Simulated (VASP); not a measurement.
# MgO (Fm-3m) in VASP: notebook

Runs on MgO. Level: PBEsol. Tasks: single point, relaxation of volume and atoms at fixed shape.

Everything below comes from runs of VASP 6.6.1. Logs are shortened: lines on timing, memory, paths and dates and some standing lists are left out, and cuts for length are marked.

**Experimental background.**

“Electronic structure of alkaline earth and post-transition metal oxides”, 2009, arxiv:0908.1581 quotes, for a bulk crystal of MgO: band gap 7.83 eV.

How close the calculation comes is told below.

## 1. The cell of the first run

Symmetry: Fm-3m, No. 225, cubic system. The conventional cell has a = 4.215 Å, b = 4.215 Å, c = 4.215 Å, α = 90.00°, β = 90.00°, γ = 90.00°. Mg (site symmetry m-3m) has 6 O at 2.11 Å within 2.8 Å. Within 2.8 Å of O (site symmetry m-3m) lie 6 Mg at 2.11 Å.

## 2. Single point, PBEsol

The input, INCAR:

```
SYSTEM = MgO
ALGO = Normal ; EDIFF = 1E-6
ENCUT = 600 ; GGA = PS
GGA_COMPAT = .FALSE. ; ISIF = 2
ISMEAR = 0 ; LASPH = .TRUE.
LCHARG = .TRUE. ; LELF = .TRUE.
LREAL = .FALSE. ; LVHAR = .TRUE.
LWAVE = .FALSE. ; NBANDS = 11
NELM = 120 ; PREC = Accurate
SIGMA = 0.01
```

The input, KPOINTS:

```
k-points
0
G
  9 9 9
  0 0 0
```

The input, POSCAR:

```
MgO
1.0
    0.0000000000      2.1072587065      2.1072587065
    2.1072587065      0.0000000000      2.1072587065
    2.1072587065      2.1072587065      0.0000000000
Mg O
1 1
Direct
    0.0000000000      0.0000000000      0.0000000000
    0.5000000000      0.5000000000      0.5000000000
```

Potentials or basis: VASP PAW PBE potentials, release 64 (Mg, O).

Started as:

```bash
> cat potpaw_PBE.64/Mg/POTCAR potpaw_PBE.64/O/POTCAR > POTCAR
> mpirun -np 1 vasp_std > vasp.out
```

OUTCAR:

```text
SYSTEM = MgO
   EDIFF = 1E-6
   ENCUT = 600
   GGA = PS
   ISIF = 2
   ISMEAR = 0
   LASPH = .TRUE.
   LREAL = .FALSE.
   NELM = 120
   PREC = Accurate

 ion  position               nearest neighbor table
   1  0.000  0.000  0.000-   2 2.11   2 2.11   2 2.11   2 2.11   2 2.11   2 2.11
   2  0.500  0.500  0.500-   1 2.11   1 2.11   1 2.11   1 2.11   1 2.11   1 2.11

  LATTYP: Found a face centered cubic cell.
 ALAT       =     4.2145174130

  Lattice vectors:

 A1 = (   0.0000000000,   2.1072587065,   2.1072587065)
 A2 = (   2.1072587065,   0.0000000000,   2.1072587065)
 A3 = (   2.1072587065,   2.1072587065,   0.0000000000)

Analysis of symmetry for initial positions (statically):
=====================================================================
 Subroutine PRICEL returns:
 Original cell was already a primitive cell.

 Routine SETGRP: Setting up the symmetry group for a
 face centered cubic supercell.

 Subroutine GETGRP returns: Found 48 space group operations
 (whereof 48 operations were pure point group operations)
 out of a pool of 48 trial point group operations.

The static configuration has the point symmetry O_h .

Analysis of symmetry for dynamics (positions and initial velocities):
=====================================================================
 Subroutine PRICEL returns:
 Original cell was already a primitive cell.

 Routine SETGRP: Setting up the symmetry group for a
 face centered cubic supercell.

 Subroutine GETGRP returns: Found 48 space group operations
 (whereof 48 operations were pure point group operations)
 out of a pool of 48 trial point group operations.

The dynamic configuration has the point symmetry O_h .

 Subroutine INISYM returns: Found 48 space group operations
 (whereof 48 operations are pure point group operations),
 and found     1 'primitive' translations

----------------------------------------------------------------------------------------

                                     Primitive cell

  volume of cell :      18.7147

  direct lattice vectors                    reciprocal lattice vectors
     0.000000000  2.107258707  2.107258707    -0.237275090  0.237275090  0.237275090
     2.107258707  0.000000000  2.107258707     0.237275090 -0.237275090  0.237275090
     2.107258707  2.107258707  0.000000000     0.237275090  0.237275090 -0.237275090

  length of vectors
     2.980113842  2.980113842  2.980113842     0.410972512  0.410972512  0.410972512

  position of ions in fractional coordinates (direct lattice)
     0.000000000  0.000000000  0.000000000
     0.500000000  0.500000000  0.500000000

  ion indices of the primitive-cell ions
   primitive index   ion index
                 1           1
                 2           2

----------------------------------------------------------------------------------------

 KPOINTS: k-points

Automatic generation of k-mesh.
 Grid dimensions read from file:
 generate k-points for:    9    9    9

 Generating k-lattice:

  Cartesian coordinates                     Fractional coordinates (reciprocal lattice)
    -0.026363899  0.026363899  0.026363899     0.111111111  0.000000000  0.000000000
     0.026363899 -0.026363899  0.026363899     0.000000000  0.111111111  0.000000000
     0.026363899  0.026363899 -0.026363899     0.000000000  0.000000000  0.111111111

  Length of vectors
     0.045663612  0.045663612  0.045663612

  Shift w.r.t. Gamma in fractional coordinates (k-lattice)
     0.000000000  0.000000000  0.000000000

 Subroutine IBZKPT returns following result:
 ===========================================

 Found     35 irreducible k-points:

 Following reciprocal coordinates:
            Coordinates               Weight
  0.000000  0.000000  0.000000      1.000000
  0.111111  0.000000  0.000000      8.000000
  0.222222  0.000000  0.000000      8.000000
  0.333333  0.000000  0.000000      8.000000
  0.444444  0.000000  0.000000      8.000000
  0.111111  0.111111  0.000000      6.000000
[... 16 lines left out ...]
 -0.333333  0.333333  0.000000     12.000000
  0.444444  0.444444  0.000000      6.000000
 [... further k-points ...]
   k-points           NKPTS =     35   k-points in BZ     NKDIM =     35   number of bands    NBANDS=     11
   number of dos      NEDOS =    301   number of ions     NIONS =      2
   total plane-waves  NPLWV =  13824
   dimension x,y,z NGX =    24 NGY =   24 NGZ =   24
   dimension x,y,z NGXF=    48 NGYF=   48 NGZF=   48
   ions per type =               1   1
   NGX,Y,Z   is equivalent  to a cutoff of  13.39, 13.39, 13.39 a.u.
   NGXF,Y,Z  is equivalent  to a cutoff of  26.78, 26.78, 26.78 a.u.
 SYSTEM =  MgO
   PREC   = accura    normal or accurate (medium, high low for compatibility)
   ISTART =      0    job   : 0-new  1-cont  2-samecut
   ICHARG =      2    charge: 1-file 2-atom 10-const
   ISPIN  =      1    spin polarized calculation?
   LNONCOLLINEAR =      F non collinear calculations
   LSORBIT =      F    spin-orbit coupling
   LASPH  =      T    aspherical Exc in radial PAW
   ENCUT  =  600.0 eV  44.10 Ry    6.64 a.u.   5.95  5.95  5.95*2*pi/ulx,y,z
   NELM   =    120;   NELMIN=  2; NELMDL= -5     # of ELM steps
   EDIFF  = 0.1E-05   stopping-criterion for ELM
   LREAL  =      F    real-space projection
   EDIFFG = 0.1E-04   stopping-criterion for IOM
   NSW    =      0    number of steps for IOM
   IBRION =     -1    ionic relax: 0-MD 1-quasi-New 2-CG
   NFREE  =      0    steps in history (QN), initial steepest desc. (CG)
   ISIF   =      2    stress and relaxation
   ISYM   =      2    0-nonsym 1-usesym 2-fastsym
   POTIM  = 0.5000    time-step for ionic-motion
   TEBEG  =    0.0;   TEEND  =   0.0 temperature during run
   PSTRESS=    0.0 pullay stress
   NELECT =       8.0000    total number of electrons
   NUPDOWN=      -1.0000    fix difference up-down
   EMIN   =  10.00;   EMAX   =-10.00  energy-range for DOS
   EFERMI =   0.00;   METHOD = LEGACY
   ISMEAR =     0;   SIGMA  =   0.01  broadening in eV -4-tet -1-fermi 0-gaus
   EFERMI_NEDOS =   21; number of points for ismear=-14 and -15
   IALGO  =     38    algorithm
   IMIX   =      4    mixing-type and parameters
     AMIX     =   0.40;   BMIX     =  1.00
     AMIX_MAG =   1.60;   BMIX_MAG =  1.00
  volume/ion in A,a.u.               =       9.36        63.15
  Fermi-wavevector in a.u.,A,eV,Ry     =   1.233229  2.330464 20.692463  1.520853
  Thomas-Fermi vector in A             =   2.367967
   LORBIT       =      0    0 simple, 1 ext, 2 COOP (PROOUT), +10 PAW based schemes
   GGA     = PS    functional components
   LHFCALC =     F    Hartree Fock is set to
   AEXX    =    0.0000 exact exchange contribution
   IVDW    =     0    specifies the selected vdW correction
   LEPSILON=     F    determine dielectric tensor
   LRPA    =     F    only Hartree local field effects (RPA)
 non-spin polarized calculation
 Gauss-broadening in eV      SIGMA  =   0.01
  energy-cutoff  :      600.00
  volume of cell :       18.71
 maximum number of plane-waves:       637
   NGX = 11   NGY = 11   NGZ = 11

 number of electron       8.0000005 magnetization

 Free energy of the ion-electron system (eV)
  ---------------------------------------------------
  ext. energy  EPLUGINS =         0.00000000
  ---------------------------------------------------
  free energy    TOTEN  =       -12.51543822 eV

  energy without entropy =      -12.51543822  energy(sigma->0) =      -12.51543822

 E-fermi :   3.1838     XC(G=0): -11.3015

 val. band max:        3.0523921390   @ k =   0.0000   0.0000   0.0000
 cond. band min:       7.6711095370   @ k =   0.0000   0.0000   0.0000
 fundamental gap:      4.6187173980
 Fermi energy:         3.1837855213

 k-point     1 :       0.0000    0.0000    0.0000
  band No.  band energies     occupation
      1     -14.1436      2.00000
      2       3.0524      2.00000
      3       3.0524      2.00000
      4       3.0524      2.00000
      5       7.6711      0.00000
      6      18.6769      0.00000
      7      18.6769      0.00000
      8      18.6769      0.00000
      9      22.5143      0.00000
     10      24.3963      0.00000
     11      24.3963      0.00000

 k-point     2 :       0.1111    0.0000    0.0000
  band No.  band energies     occupation
      1     -14.0118      2.00000
      2       2.2570      2.00000
      3       2.9686      2.00000
      4       2.9686      2.00000
      5       8.4299      0.00000
      6      17.2222      0.00000
      7      18.9690      0.00000
      8      18.9690      0.00000
      9      23.5598      0.00000
     10      23.5598      0.00000
     11      24.4364      0.00000

 k-point     3 :       0.2222    0.0000    0.0000
  band No.  band energies     occupation
      1     -13.6569      2.00000
      2       0.7413      2.00000
      3       2.7649      2.00000
      4       2.7649      2.00000
      5       9.7469      0.00000
      6      15.6774      0.00000
      7      19.4840      0.00000
      8      19.4840      0.00000
      9      22.9568      0.00000
     10      22.9568      0.00000
     11      25.0523      0.00000

 k-point     4 :       0.3333    0.0000    0.0000
  band No.  band energies     occupation
      1     -13.2083      2.00000
      2      -0.6614      2.00000
      3       2.5462      2.00000
      4       2.5462      2.00000
      5      10.5824      0.00000
      6      15.2250      0.00000
      7      19.4740      0.00000
      8      19.4740      0.00000
      9      23.7851      0.00000
     10      23.7851      0.00000
     11      24.3350      0.00000

 k-point     5 :       0.4444    0.0000    0.0000
  band No.  band energies     occupation
      1     -12.8818      2.00000
      2      -1.5061      2.00000
      3       2.4097      2.00000
      4       2.4097      2.00000
      5      10.7789      0.00000
      6      15.4731      0.00000
      7      19.2497      0.00000
      8      19.2497      0.00000
      9      23.8556      0.00000
     10      25.1182      0.00000
     11      25.1182      0.00000
[... 211 lines left out ...]
 k-point    21 :       0.4444    0.3333    0.0000
  band No.  band energies     occupation
      1     -12.7393      2.00000
      2      -0.7571      2.00000
      3       1.5314      2.00000
      4       1.8596      2.00000
      5      12.5824      0.00000
      6      13.1262      0.00000
      7      16.1168      0.00000
      8      21.2945      0.00000
      9      21.4255      0.00000
     10      28.5061      0.00000
     11      29.4683      0.00000

 k-point    22 :      -0.4444    0.3333    0.0000
  band No.  band energies     occupation
      1     -12.5852      2.00000
      2      -0.6741      2.00000
      3       0.6727      2.00000
      4       1.8811      2.00000
      5      12.8358      0.00000
      6      14.3719      0.00000
      7      15.6288      0.00000
      8      21.0527      0.00000
      9      21.2622      0.00000
     10      28.4346      0.00000
     11      29.9647      0.00000

 k-point    23 :      -0.3333    0.3333    0.0000
  band No.  band energies     occupation
      1     -12.5998      2.00000
      2      -0.2124      2.00000
      3      -0.0568      2.00000
      4       2.0414      2.00000
      5      13.1945      0.00000
      6      15.1068      0.00000
      7      15.4588      0.00000
      8      20.6755      0.00000
      9      21.7130      0.00000
     10      26.0728      0.00000
     11      30.4241      0.00000

 k-point    24 :       0.4444    0.4444    0.0000
  band No.  band energies     occupation
      1     -12.6203      2.00000
      2      -1.0139      2.00000
      3       1.7229      2.00000
      4       1.7229      2.00000
      5      12.0755      0.00000
      6      12.8922      0.00000
      7      16.0195      0.00000
      8      21.7764      0.00000
      9      21.7764      0.00000
     10      28.4822      0.00000
     11      29.4271      0.00000

 [... further k-points ...]

------------------------ aborting loop because EDIFF is reached ----------------------------------------

  FORCE on cell =-STRESS in cart. coord.  units (eV):
  Direction    XX          YY          ZZ          XY          YZ          ZX
  --------------------------------------------------------------------------------------
  -------------------------------------------------------------------------------------
  Total       -0.0896610     -0.0896610     -0.0896610      0.0000000      0.0000000     -0.0000000
  in kB       -7.6759252     -7.6759252     -7.6759252      0.0000000      0.0000000     -0.0000000
  external PRESSURE =      -7.6759252 kB  Pullay stress =       0.0000000 kB

 VOLUME and BASIS-vectors are now :
 -----------------------------------------------------------------------------
  energy-cutoff  :      600.00
  volume of cell :       18.71
      direct lattice vectors                 reciprocal lattice vectors
     0.000000000  2.107258707  2.107258707    -0.237275090  0.237275090  0.237275090
     2.107258707  0.000000000  2.107258707     0.237275090 -0.237275090  0.237275090
     2.107258707  2.107258707  0.000000000     0.237275090  0.237275090 -0.237275090

 POSITION                                       TOTAL-FORCE (eV/Angst)
 -----------------------------------------------------------------------------------
      0.00000      0.00000      0.00000         0.000000     -0.000000      0.000000
      2.10726      2.10726      2.10726        -0.000000      0.000000     -0.000000
 -----------------------------------------------------------------------------------
    total drift:                               -0.000000     -0.000000      0.000000

  FREE ENERGIE OF THE ION-ELECTRON SYSTEM (eV)
  ---------------------------------------------------
  free  energy   TOTEN  =       -12.5154382162 eV

  energy  without entropy=      -12.5154382162  energy(sigma->0) =      -12.51543822
```

It took 16 s on 1 thread of Intel Xeon 8259CL, shared host; peak memory 0.14 GiB.

What came out:

```
Free energy            : -12.5154 eV
Pressure               : -0.8 GPa
Band gap on the k mesh : 4.62 eV
```

Levels at points of the mesh, in eV from the valence-band top:
```
           k point  band 1  band 2  band 3  band 4  band 5  band 6  band 7  band 8
(0.00, 0.00, 0.00)  -17.20    0.00    0.00    0.00    4.62   15.62   15.62   15.62
```

Caveat: the PAW data sets were made with another functional, which shifts forces and pressure a little.

[end of part 1 of 2]
